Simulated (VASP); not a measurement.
Set up this calculation in VASP 6.6.1, as the native input.

```
Task                   : single point
Functional             : PBE
Potentials or basis    : VASP PAW PBE potentials, release 64 (Sr_sv, Cl)
Cutoff                 : 520 eV
k mesh                 : 6 × 6 × 6
Occupations            : gaussian, width 0.05 eV
Spin                   : no spin polarisation
Dipole correction      : no
Further INCAR settings : ALGO = Normal; EDIFF = 1e-06; NBANDS = 19
```

The structure of SrCl2 lies in POSCAR:

```
SrCl2
1.0
    0.0000000000      3.4803751157      3.7709864379
    3.4803751157      0.0000000000      3.7709864379
    3.4803751157      3.4803751157      0.0000000000
Sr Cl
1 2
Direct
    0.0000000000      0.0000000000      0.0000000000
    0.2500000000      0.2500000000      0.2500000000
    0.7500000000      0.7500000000      0.7500000000
```

The input as run:

INCAR

```
ALGO     = Normal         # electronic algorithm
EDIFF    = 1E-6           # SCF threshold, eV
ENCUT    = 520            # plane-wave cutoff, eV
GGA      = PE             # functional
ISIF     = 2              # what is computed and relaxed
ISMEAR   = 0              # smearing method
LASPH    = True           # aspherical terms in the spheres
LCHARG   = True           # write CHGCAR
LELF     = True           # ELF
LREAL    = False          # projectors in reciprocal space
LVHAR    = True         
LWAVE    = False          # write WAVECAR
NBANDS   = 19             # bands
NELM     = 80             # most SCF steps
PREC     = Accurate       # precision mode
SIGMA    = 0.05           # smearing width, eV
```

KPOINTS

```
k-points
0
Gamma
  6 6 6
```

Potentials or basis: VASP PAW PBE potentials, release 64 (Sr_sv, Cl).

The run is started by

```bash
$ cat potpaw_PBE.64/Sr_sv/POTCAR potpaw_PBE.64/Cl/POTCAR > POTCAR
$ mpirun -np 1 vasp_std > vasp.out
```

It gave:

The pressure is -1.3 GPa. The band gap on the k mesh is 4.73 eV (least direct gap 5.01 eV).

Wall time 98 s on 1 thread of Intel Xeon 8259CL, with other jobs on the host, peak memory 0.26 GiB.
